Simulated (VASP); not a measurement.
# SrO (F-43m) in VASP: notebook, part 2 of 2

VASP 6.6.1. Earlier steps stand in the parts before.

### 4 Single point, r2SCAN

POSCAR

```
SrO
1.0
    0.0000000000      2.7922805169      2.7922805169
    2.7922805169      0.0000000000      2.7922805169
    2.7922805169      2.7922805169      0.0000000000
Sr O
1 1
Direct
    0.0000000000      0.0000000000      0.0000000000
    0.2500000000      0.2500000000      0.2500000000
```

INCAR.step1

```
  ALGO = Normal
  EDIFF = 1E-5
  ENCUT = 660
  GGA = PE
  GGA_COMPAT = False
  ISMEAR = 1
  LASPH = True
  LCHARG = False
  LREAL = False
  LWAVE = True
  NBANDS = 15
  NELM = 120
  PREC = Accurate
  SIGMA = 0.05
```

INCAR.step2

```
  ALGO = Normal
  EDIFF = 1E-6
  ENCUT = 660
  GGA_COMPAT = False
  ISIF = 2
  ISMEAR = 1
  ISTART = 1
  LASPH = True
  LCHARG = False
  LMIXTAU = True
  LREAL = False
  LWAVE = False
  METAGGA = R2SCAN
  NBANDS = 15
  NELM = 120
  PREC = Accurate
  SIGMA = 0.05
```

KPOINTS

```
k-points
0
Gamma
  6 6 6
```

Potentials or basis: VASP PAW PBE potentials, release 64 (Sr_sv, O).

On the command line:

```sh
> cat potpaw_PBE.64/Sr_sv/POTCAR potpaw_PBE.64/O/POTCAR > POTCAR
> cp INCAR.step1 INCAR
> mpirun -np 1 vasp_std > vasp.out
> cp INCAR.step2 INCAR
> mpirun -np 1 vasp_std > vasp.out
```

OUTCAR:

```text
EDIFF = 1E-6
   ENCUT = 660
   ISIF = 2
   ISMEAR = 1
   ISTART = 1
   LASPH = True
   LREAL = False
   METAGGA = R2SCAN
   NELM = 120
   PREC = Accurate

 ion  position               nearest neighbor table
   1  0.000  0.000  0.000-   2 2.42   2 2.42   2 2.42   2 2.42
   2  0.250  0.250  0.250-   1 2.42   1 2.42   1 2.42   1 2.42

  LATTYP: Found a face centered cubic cell.
 ALAT       =     5.5845610338

  Lattice vectors:

 A1 = (   0.0000000000,   2.7922805169,   2.7922805169)
 A2 = (   2.7922805169,   0.0000000000,   2.7922805169)
 A3 = (   2.7922805169,   2.7922805169,   0.0000000000)

Analysis of symmetry for initial positions (statically):
=====================================================================
 Subroutine PRICEL returns:
 Original cell was already a primitive cell.

 Routine SETGRP: Setting up the symmetry group for a
 face centered cubic supercell.

 Subroutine GETGRP returns: Found 24 space group operations
 (whereof 24 operations were pure point group operations)
 out of a pool of 48 trial point group operations.

The static configuration has the point symmetry T_d .

Analysis of symmetry for dynamics (positions and initial velocities):
=====================================================================
 Subroutine PRICEL returns:
 Original cell was already a primitive cell.

 Routine SETGRP: Setting up the symmetry group for a
 face centered cubic supercell.

 Subroutine GETGRP returns: Found 24 space group operations
 (whereof 24 operations were pure point group operations)
 out of a pool of 48 trial point group operations.

The dynamic configuration has the point symmetry T_d .

 Subroutine INISYM returns: Found 24 space group operations
 (whereof 24 operations are pure point group operations),
 and found     1 'primitive' translations

----------------------------------------------------------------------------------------

                                     Primitive cell

  volume of cell :      43.5419

  direct lattice vectors                    reciprocal lattice vectors
     0.000000000  2.792280517  2.792280517    -0.179065104  0.179065104  0.179065104
     2.792280517  0.000000000  2.792280517     0.179065104 -0.179065104  0.179065104
     2.792280517  2.792280517  0.000000000     0.179065104  0.179065104 -0.179065104

  length of vectors
     3.948880977  3.948880977  3.948880977     0.310149857  0.310149857  0.310149857

  position of ions in fractional coordinates (direct lattice)
     0.000000000  0.000000000  0.000000000
     0.250000000  0.250000000  0.250000000

  ion indices of the primitive-cell ions
   primitive index   ion index
                 1           1
                 2           2

----------------------------------------------------------------------------------------

 KPOINTS: k-points

Automatic generation of k-mesh.
 Grid dimensions read from file:
 generate k-points for:    6    6    6

 Generating k-lattice:

  Cartesian coordinates                     Fractional coordinates (reciprocal lattice)
    -0.029844184  0.029844184  0.029844184     0.166666667  0.000000000  0.000000000
     0.029844184 -0.029844184  0.029844184     0.000000000  0.166666667  0.000000000
[... 32 lines left out ...]
   number of dos      NEDOS =    301   number of ions     NIONS =      2
   total plane-waves  NPLWV =  46656
   dimension x,y,z NGX =    36 NGY =   36 NGZ =   36
   dimension x,y,z NGXF=    72 NGYF=   72 NGZF=   72
   ions per type =               1   1
   NGX,Y,Z   is equivalent  to a cutoff of  15.16, 15.16, 15.16 a.u.
   NGXF,Y,Z  is equivalent  to a cutoff of  30.31, 30.31, 30.31 a.u.
 SYSTEM =  unknown system
   PREC   = accura    normal or accurate (medium, high low for compatibility)
   ISTART =      1    job   : 0-new  1-cont  2-samecut
   ICHARG =      0    charge: 1-file 2-atom 10-const
   ISPIN  =      1    spin polarized calculation?
   LNONCOLLINEAR =      F non collinear calculations
   LSORBIT =      F    spin-orbit coupling
   LASPH  =      T    aspherical Exc in radial PAW
   ENCUT  =  660.0 eV  48.51 Ry    6.96 a.u.   8.27  8.27  8.27*2*pi/ulx,y,z
   NELM   =    120;   NELMIN=  2; NELMDL=  0     # of ELM steps
   EDIFF  = 0.1E-05   stopping-criterion for ELM
   LREAL  =      F    real-space projection
   EDIFFG = 0.1E-04   stopping-criterion for IOM
   NSW    =      0    number of steps for IOM
   IBRION =     -1    ionic relax: 0-MD 1-quasi-New 2-CG
   NFREE  =      0    steps in history (QN), initial steepest desc. (CG)
   ISIF   =      2    stress and relaxation
   ISYM   =      2    0-nonsym 1-usesym 2-fastsym
   POTIM  = 0.5000    time-step for ionic-motion
   TEBEG  =    0.0;   TEEND  =   0.0 temperature during run
   PSTRESS=    0.0 pullay stress
   NELECT =      16.0000    total number of electrons
   NUPDOWN=      -1.0000    fix difference up-down
   EMIN   =  10.00;   EMAX   =-10.00  energy-range for DOS
   EFERMI =   0.00;   METHOD = LEGACY
   ISMEAR =     1;   SIGMA  =   0.05  broadening in eV -4-tet -1-fermi 0-gaus
   EFERMI_NEDOS =   21; number of points for ismear=-14 and -15
   IALGO  =     38    algorithm
   IMIX   =      4    mixing-type and parameters
     AMIX     =   0.40;   BMIX     =  1.00
     AMIX_MAG =   1.60;   BMIX_MAG =  1.00
  volume/ion in A,a.u.               =      21.77       146.92
  Fermi-wavevector in a.u.,A,eV,Ry     =   1.172589  2.215872 18.707531  1.374965
  Thomas-Fermi vector in A             =   2.309015
   LORBIT       =      0    0 simple, 1 ext, 2 COOP (PROOUT), +10 PAW based schemes
   METAGGA = R2SCAN    functional components
   LHFCALC =     F    Hartree Fock is set to
   AEXX    =    0.0000 exact exchange contribution
   IVDW    =     0    specifies the selected vdW correction
   LEPSILON=     F    determine dielectric tensor
   LRPA    =     F    only Hartree local field effects (RPA)
 non-spin polarized calculation
 Methfessel and Paxton  Order N= 1 SIGMA  =   0.05
  energy-cutoff  :      660.00
  volume of cell :       43.54
 maximum number of plane-waves:      1694
 NGX is ok and might be reduce to    36
   NGX = 17   NGY = 17   NGZ = 17

 number of electron      16.0000001 magnetization

 Free energy of the ion-electron system (eV)
  ---------------------------------------------------
  ext. energy  EPLUGINS =         0.00000000
  ---------------------------------------------------
  free energy    TOTEN  =       -26.63603210 eV

  energy without entropy =      -26.63627745  energy(sigma->0) =      -26.63611389

 E-fermi :   0.0089     XC(G=0):  -9.1296

 val. band max:       -0.0312317789   @ k =  -0.3333   0.5000   0.1667
 cond. band min:       2.8755333413   @ k =   0.0000   0.0000   0.0000
 fundamental gap:      2.9067651203
 Fermi energy:         0.0089021767

 k-point     1 :       0.0000    0.0000    0.0000
  band No.  band energies     occupation
      1     -33.3187      2.00000
      2     -15.7624      2.00000
      3     -14.5838      2.00000
      4     -14.5838      2.00000
      5     -14.5838      2.00000
      6      -0.8756      2.00000
      7      -0.8756      2.00000
      8      -0.8756      2.00000
      9       2.8755      0.00000
     10       8.6560      0.00000
     11       8.6560      0.00000
     12       9.9669      0.00000
     13       9.9669      0.00000
     14       9.9669      0.00000
[... 257 lines left out ...]
      2     -17.0563      2.00000
      3     -14.9096      2.00000
      4     -14.8166      2.00000
      5     -13.3087      2.00000
      6      -1.0663      2.00000
      7      -0.3627      2.00000
      8      -0.0312      1.98146
      9       4.8847      0.00000
     10       6.1497      0.00000
     11       9.3204      0.00000
     12      10.2774      0.00000
     13      11.4115      0.00000
     14      12.4009      0.00000
     15      13.3172      0.00000

------------------------ aborting loop because EDIFF is reached ----------------------------------------

  FORCE on cell =-STRESS in cart. coord.  units (eV):
  Direction    XX          YY          ZZ          XY          YZ          ZX
  --------------------------------------------------------------------------------------
  -------------------------------------------------------------------------------------
  Total        0.0952593      0.0952593      0.0952593     -0.0000000     -0.0000000     -0.0000000
  in kB        3.5051848      3.5051848      3.5051848     -0.0000000     -0.0000000     -0.0000000
  external PRESSURE =       3.5051848 kB  Pullay stress =       0.0000000 kB

 VOLUME and BASIS-vectors are now :
 -----------------------------------------------------------------------------
  energy-cutoff  :      660.00
  volume of cell :       43.54
      direct lattice vectors                 reciprocal lattice vectors
     0.000000000  2.792280517  2.792280517    -0.179065104  0.179065104  0.179065104
     2.792280517  0.000000000  2.792280517     0.179065104 -0.179065104  0.179065104
     2.792280517  2.792280517  0.000000000     0.179065104  0.179065104 -0.179065104

 POSITION                                       TOTAL-FORCE (eV/Angst)
 -----------------------------------------------------------------------------------
      0.00000      0.00000      0.00000        -0.000000     -0.000000     -0.000000
      1.39614      1.39614      1.39614         0.000000      0.000000      0.000000
 -----------------------------------------------------------------------------------
    total drift:                               -0.000000     -0.000000     -0.000000

  FREE ENERGIE OF THE ION-ELECTRON SYSTEM (eV)
  ---------------------------------------------------
  free  energy   TOTEN  =       -26.6360321040 eV

  energy  without entropy=      -26.6362774474  energy(sigma->0) =      -26.63611389
```

It took 1.9 min on 1 thread of AMD EPYC 7R43 (Zen 3), shared host; peak memory 0.18 GiB.

What came out:

| Quantity | Value |
| --- | --- |
| Free energy | -26.6360 eV |
| Pressure | 0.4 GPa |
| Band gap on the k mesh | 2.91 eV (least direct gap 3.75 eV) |

Caveat: the PAW data sets were made with another functional, which shifts forces and pressure a little. A k mesh can miss the band edges.

### 5 Overview

| level | smearing | gap on the mesh (eV) | pressure (GPa) |
| --- | --- | --- | --- |
| r2SCAN | methfessel-paxton 0.001 eV | 2.91 | 0.4 |
| r2SCAN+D4 | gaussian 0.01 eV | 2.91 | -0.1 |
| r2SCAN | methfessel-paxton 0.05 eV | 2.91 | 0.4 |

Alike in all rows: task single point; potentials or basis VASP PAW PBE potentials, release 64 (Sr_sv, O); no spin polarisation; cell as given; k mesh 6 × 6 × 6; cutoff (eV) 660.

The pressure there spans -0.1 GPa (r2SCAN+D4) to 0.4 GPa (r2SCAN); a positive pressure means that this level wants a larger cell, a negative one a smaller.

Caveats: the PAW data sets were made with another functional, which shifts forces and pressure a little.

Total energies depend on the potentials used, so only differences within one code and one set of settings carry meaning.
